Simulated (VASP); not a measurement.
# ZnS (F-43m) in VASP: single point with PBE+D3(BJ)

Aim: the single point of ZnS with PBE+D3(BJ).

Everything below comes from runs of VASP 6.6.1. Logs are shortened: lines on timing, memory, paths and dates and some standing lists are left out, and cuts for length are marked.

**Experimental background.**

From “Electronic, vibrational, and thermodynamic properties of ZnS (zincblende and rocksalt structure)”, 2009, arxiv:0911.5022, for a bulk crystal of ZnS at 19 K: band gap 3.85 eV (direct).

The runs below are set against these values where they give the same quantity.

**1. The cell of the first run**

It takes space group F-43m (No. 216, cubic). Conventional cell: a = 5.404 Å, b = 5.404 Å, c = 5.404 Å, α = 90.00°, β = 90.00°, γ = 90.00°. Within 3.1 Å of Zn (site symmetry -43m) lie 4 S at 2.34 Å. Within 3.1 Å of S (site symmetry -43m) lie 4 Zn at 2.34 Å.

**2. Single point, PBE+D3(BJ)**

Contents of INCAR:

```
PREC = Accurate
ENCUT = 500
EDIFF = 1E-6
ISMEAR = 0
SIGMA = 0.01
LREAL = False
LASPH = True
NELM = 120
ALGO = Normal
ISIF = 2
LWAVE = False
LCHARG = False
GGA = PE
IVDW = 12
NBANDS = 16
GGA_COMPAT = False
```

Contents of KPOINTS:

```
Automatic mesh
0
Gamma
  6 6 6
```

Contents of POSCAR:

```
ZnS
1.0
    0.0000000000      2.7020000000      2.7020000000
    2.7020000000      0.0000000000      2.7020000000
    2.7020000000      2.7020000000      0.0000000000
Zn S
1 1
Direct
    0.2500000000      0.2500000000      0.2500000000
    0.0000000000      0.0000000000      0.0000000000
```

Potentials or basis: VASP PAW PBE potentials, release 64 (Zn, S).

Run with:

```bash
cat potpaw_PBE.64/Zn/POTCAR potpaw_PBE.64/S/POTCAR > POTCAR
mpirun -np 1 vasp_std > vasp.out
```

OUTCAR:

```text
PREC = Accurate
   ENCUT = 500
   EDIFF = 1E-6
   ISMEAR = 0
   LREAL = False
   LASPH = True
   NELM = 120
   ISIF = 2
   GGA = PE
   IVDW = 12
 IVDW          = 12

 ion  position               nearest neighbor table
   1  0.250  0.250  0.250-   2 2.34   2 2.34   2 2.34   2 2.34
   2  0.000  0.000  0.000-   1 2.34   1 2.34   1 2.34   1 2.34

  LATTYP: Found a face centered cubic cell.
 ALAT       =     5.4040000000

  Lattice vectors:

 A1 = (   0.0000000000,   2.7020000000,   2.7020000000)
 A2 = (   2.7020000000,   0.0000000000,   2.7020000000)
 A3 = (   2.7020000000,   2.7020000000,   0.0000000000)

Analysis of symmetry for initial positions (statically):
=====================================================================
 Subroutine PRICEL returns:
 Original cell was already a primitive cell.

 Routine SETGRP: Setting up the symmetry group for a
 face centered cubic supercell.

 Subroutine GETGRP returns: Found 24 space group operations
 (whereof 24 operations were pure point group operations)
 out of a pool of 48 trial point group operations.

The static configuration has the point symmetry T_d .

Analysis of symmetry for dynamics (positions and initial velocities):
=====================================================================
 Subroutine PRICEL returns:
 Original cell was already a primitive cell.

 Routine SETGRP: Setting up the symmetry group for a
 face centered cubic supercell.

 Subroutine GETGRP returns: Found 24 space group operations
 (whereof 24 operations were pure point group operations)
 out of a pool of 48 trial point group operations.

The dynamic configuration has the point symmetry T_d .

 Subroutine INISYM returns: Found 24 space group operations
 (whereof 24 operations are pure point group operations),
 and found     1 'primitive' translations

----------------------------------------------------------------------------------------

                                     Primitive cell

  volume of cell :      39.4535

  direct lattice vectors                    reciprocal lattice vectors
     0.000000000  2.702000000  2.702000000    -0.185048113  0.185048113  0.185048113
     2.702000000  0.000000000  2.702000000     0.185048113 -0.185048113  0.185048113
     2.702000000  2.702000000  0.000000000     0.185048113  0.185048113 -0.185048113

  length of vectors
     3.821205046  3.821205046  3.821205046     0.320512733  0.320512733  0.320512733

  position of ions in fractional coordinates (direct lattice)
     0.250000000  0.250000000  0.250000000
     0.000000000  0.000000000  0.000000000

  ion indices of the primitive-cell ions
   primitive index   ion index
                 1           1
                 2           2

----------------------------------------------------------------------------------------

 KPOINTS: Automatic mesh

Automatic generation of k-mesh.
 Grid dimensions read from file:
 generate k-points for:    6    6    6

 Generating k-lattice:

  Cartesian coordinates                     Fractional coordinates (reciprocal lattice)
    -0.030841352  0.030841352  0.030841352     0.166666667  0.000000000  0.000000000
     0.030841352 -0.030841352  0.030841352     0.000000000  0.166666667  0.000000000
     0.030841352  0.030841352 -0.030841352     0.000000000  0.000000000  0.166666667

  Length of vectors
     0.053418789  0.053418789  0.053418789

  Shift w.r.t. Gamma in fractional coordinates (k-lattice)
     0.000000000  0.000000000  0.000000000

 Subroutine IBZKPT returns following result:
 ===========================================

 Found     16 irreducible k-points:

 Following reciprocal coordinates:
            Coordinates               Weight
  0.000000  0.000000  0.000000      1.000000
  0.166667  0.000000  0.000000      8.000000
  0.333333  0.000000  0.000000      8.000000
  0.500000  0.000000  0.000000      4.000000
  0.166667  0.166667  0.000000      6.000000
  0.333333  0.166667  0.000000     24.000000
[... 8 lines left out ...]
 -0.333333  0.333333  0.166667     24.000000
 -0.333333  0.500000  0.166667     12.000000
   k-points           NKPTS =     16   k-points in BZ     NKDIM =     16   number of bands    NBANDS=     16
   number of dos      NEDOS =    301   number of ions     NIONS =      2
   total plane-waves  NPLWV =  21952
   dimension x,y,z NGX =    28 NGY =   28 NGZ =   28
   dimension x,y,z NGXF=    56 NGYF=   56 NGZF=   56
   ions per type =               1   1
   NGX,Y,Z   is equivalent  to a cutoff of  12.18, 12.18, 12.18 a.u.
   NGXF,Y,Z  is equivalent  to a cutoff of  24.36, 24.36, 24.36 a.u.
 SYSTEM =  unknown system
   PREC   = accura    normal or accurate (medium, high low for compatibility)
   ISTART =      0    job   : 0-new  1-cont  2-samecut
   ICHARG =      2    charge: 1-file 2-atom 10-const
   ISPIN  =      1    spin polarized calculation?
   LNONCOLLINEAR =      F non collinear calculations
   LSORBIT =      F    spin-orbit coupling
   LASPH  =      T    aspherical Exc in radial PAW
   ENCUT  =  500.0 eV  36.75 Ry    6.06 a.u.   6.97  6.97  6.97*2*pi/ulx,y,z
   NELM   =    120;   NELMIN=  2; NELMDL= -5     # of ELM steps
   EDIFF  = 0.1E-05   stopping-criterion for ELM
   LREAL  =      F    real-space projection
   EDIFFG = 0.1E-04   stopping-criterion for IOM
   NSW    =      0    number of steps for IOM
   IBRION =     -1    ionic relax: 0-MD 1-quasi-New 2-CG
   NFREE  =      0    steps in history (QN), initial steepest desc. (CG)
   ISIF   =      2    stress and relaxation
   ISYM   =      2    0-nonsym 1-usesym 2-fastsym
   POTIM  = 0.5000    time-step for ionic-motion
   TEBEG  =    0.0;   TEEND  =   0.0 temperature during run
   PSTRESS=    0.0 pullay stress
   NELECT =      18.0000    total number of electrons
   NUPDOWN=      -1.0000    fix difference up-down
   EMIN   =  10.00;   EMAX   =-10.00  energy-range for DOS
   EFERMI =   0.00;   METHOD = LEGACY
   ISMEAR =     0;   SIGMA  =   0.01  broadening in eV -4-tet -1-fermi 0-gaus
   EFERMI_NEDOS =   21; number of points for ismear=-14 and -15
   IALGO  =     38    algorithm
   IMIX   =      4    mixing-type and parameters
     AMIX     =   0.40;   BMIX     =  1.00
     AMIX_MAG =   1.60;   BMIX_MAG =  1.00
  volume/ion in A,a.u.               =      19.73       133.12
  Fermi-wavevector in a.u.,A,eV,Ry     =   1.260290  2.381602 21.610537  1.588330
  Thomas-Fermi vector in A             =   2.393807
   LORBIT       =      0    0 simple, 1 ext, 2 COOP (PROOUT), +10 PAW based schemes
   GGA     = PE    functional components
   LHFCALC =     F    Hartree Fock is set to
   AEXX    =    0.0000 exact exchange contribution
   IVDW    =    12    specifies the selected vdW correction
   LEPSILON=     F    determine dielectric tensor
   LRPA    =     F    only Hartree local field effects (RPA)
 non-spin polarized calculation
 Gauss-broadening in eV      SIGMA  =   0.01
  energy-cutoff  :      500.00
  volume of cell :       39.45
 maximum number of plane-waves:      1018
   NGX = 13   NGY = 13   NGZ = 13

 number of electron      18.0000000 magnetization

 Free energy of the ion-electron system (eV)
  ---------------------------------------------------
  ext. energy  EPLUGINS =         0.00000000
  ---------------------------------------------------
  free energy    TOTEN  =        -6.84398069 eV

  energy without entropy =       -6.84398069  energy(sigma->0) =       -6.84398069

 E-fermi :   2.1635     XC(G=0):  -9.6293

 val. band max:        2.1093331986   @ k =   0.0000   0.0000   0.0000
 cond. band min:       4.2223855877   @ k =   0.0000   0.0000   0.0000
 fundamental gap:      2.1130523890
 Fermi energy:         2.1634983382

 k-point     1 :       0.0000    0.0000    0.0000
  band No.  band energies     occupation
      1     -11.0309      2.00000
      2      -4.2318      2.00000
      3      -4.2318      2.00000
      4      -4.2318      2.00000
      5      -3.7339      2.00000
      6      -3.7339      2.00000
[... 8 lines left out ...]
     15      13.8711      0.00000
     16      13.9787      0.00000

 k-point     2 :       0.1667    0.0000    0.0000
  band No.  band energies     occupation
      1     -10.8285      2.00000
      2      -4.2246      2.00000
      3      -4.1966      2.00000
      4      -4.1966      2.00000
      5      -3.7358      2.00000
      6      -3.7358      2.00000
[... 8 lines left out ...]
     15      13.0852      0.00000
     16      14.8124      0.00000

 k-point     3 :       0.3333    0.0000    0.0000
  band No.  band energies     occupation
      1     -10.3693      2.00000
      2      -4.1378      2.00000
      3      -4.1378      2.00000
      4      -4.0672      2.00000
      5      -3.7221      2.00000
      6      -3.7221      2.00000
[... 8 lines left out ...]
     15      13.6947      0.00000
     16      13.9757      0.00000

 k-point     4 :       0.5000    0.0000    0.0000
  band No.  band energies     occupation
      1     -10.1036      2.00000
      2      -4.1169      2.00000
      3      -4.1169      2.00000
      4      -3.7036      2.00000
      5      -3.7036      2.00000
      6      -3.5311      2.00000
[... 8 lines left out ...]
     15      15.5166      0.00000
     16      15.5166      0.00000
[... 172 lines left out ...]
 k-point    14 :       0.5000    0.3333    0.1667
  band No.  band energies     occupation
      1     -10.0508      2.00000
      2      -4.1393      2.00000
      3      -4.0525      2.00000
      4      -3.9352      2.00000
      5      -3.7108      2.00000
      6      -3.6587      2.00000
[... 8 lines left out ...]
     15      16.0630      0.00000
     16      16.6795      0.00000

 k-point    15 :      -0.3333    0.3333    0.1667
  band No.  band energies     occupation
      1      -9.8700      2.00000
      2      -4.0988      2.00000
      3      -4.0110      2.00000
      4      -3.7864      2.00000
      5      -3.7438      2.00000
      6      -3.4208      2.00000
[... 8 lines left out ...]
     15      15.8508      0.00000
     16      16.5339      0.00000

 k-point    16 :      -0.3333    0.5000    0.1667
  band No.  band energies     occupation
      1      -9.7871      2.00000
      2      -4.1400      2.00000
      3      -3.9379      2.00000
      4      -3.8502      2.00000
      5      -3.7109      2.00000
      6      -3.3796      2.00000
[... 8 lines left out ...]
     15      16.0175      0.00000
     16      16.9650      0.00000

------------------------ aborting loop because EDIFF is reached ----------------------------------------

 Edisp (eV)   -0.61638

 E8    (eV) :    -0.2424

  FORCE on cell =-STRESS in cart. coord.  units (eV):
  Direction    XX          YY          ZZ          XY          YZ          ZX
  --------------------------------------------------------------------------------------
  -------------------------------------------------------------------------------------
  Total      -0.24502    -0.24502    -0.24502    -0.00000     0.00000     0.00000
  in kB      -9.95023    -9.95023    -9.95023    -0.00000     0.00000     0.00000
  external pressure =       -9.95 kB  Pullay stress =        0.00 kB

 VOLUME and BASIS-vectors are now :
 -----------------------------------------------------------------------------
  energy-cutoff  :      500.00
  volume of cell :       39.45
      direct lattice vectors                 reciprocal lattice vectors
     0.000000000  2.702000000  2.702000000    -0.185048113  0.185048113  0.185048113
     2.702000000  0.000000000  2.702000000     0.185048113 -0.185048113  0.185048113
     2.702000000  2.702000000  0.000000000     0.185048113  0.185048113 -0.185048113

 POSITION                                       TOTAL-FORCE (eV/Angst)
 -----------------------------------------------------------------------------------
      1.35100      1.35100      1.35100         0.000000      0.000000     -0.000000
      0.00000      0.00000      0.00000        -0.000000     -0.000000      0.000000
 -----------------------------------------------------------------------------------
    total drift:                               -0.000000     -0.000000     -0.000000

  FREE ENERGIE OF THE ION-ELECTRON SYSTEM (eV)
  ---------------------------------------------------
  free  energy   TOTEN  =        -7.4603580377 eV

  energy  without entropy=       -7.4603580377  energy(sigma->0) =       -7.46035804
```

Run time: 20 s. Hardware: 1 thread of AMD EPYC 7R13, shared host; peak memory 0.13 GiB.

What came out:

```yaml
Free_energy: -7.4604 eV
Pressure: -1.0 GPa
Band_gap_on_the_k_mesh: 2.11 eV, direct
Dispersion_energy_per_atom: -0.308 eV
```

Levels at points of the mesh, in eV from the valence-band top:
```tsv
k point	band 5	band 6	band 7	band 8	band 9	band 10	band 11	band 12	band 13	band 14
(0.00, 0.00, 0.00)	-5.84	-5.84	0.00	0.00	0.00	2.11	6.39	6.39	6.39	11.76
(0.50, 0.00, 0.00)	-5.81	-5.64	-5.29	-0.87	-0.87	3.31	6.93	6.93	8.88	12.17
(0.50, 0.50, 0.00)	-5.77	-5.63	-4.56	-2.22	-2.22	3.41	4.07	10.98	11.97	11.97
```

**3. Comparison with measurements**

Step 2. Measured gap of ZnS: 3.85 eV (direct; 19 K; quoted in “Electronic, vibrational, and thermodynamic properties of ZnS (zincblende and rocksalt structure)”, 2009, arxiv:0911.5022). This calculation gives 2.11 eV (-1.74 eV). The value is that of PBE+D3(BJ), without temperature or zero-point motion. Semilocal functionals fall short of measured gaps as a rule.
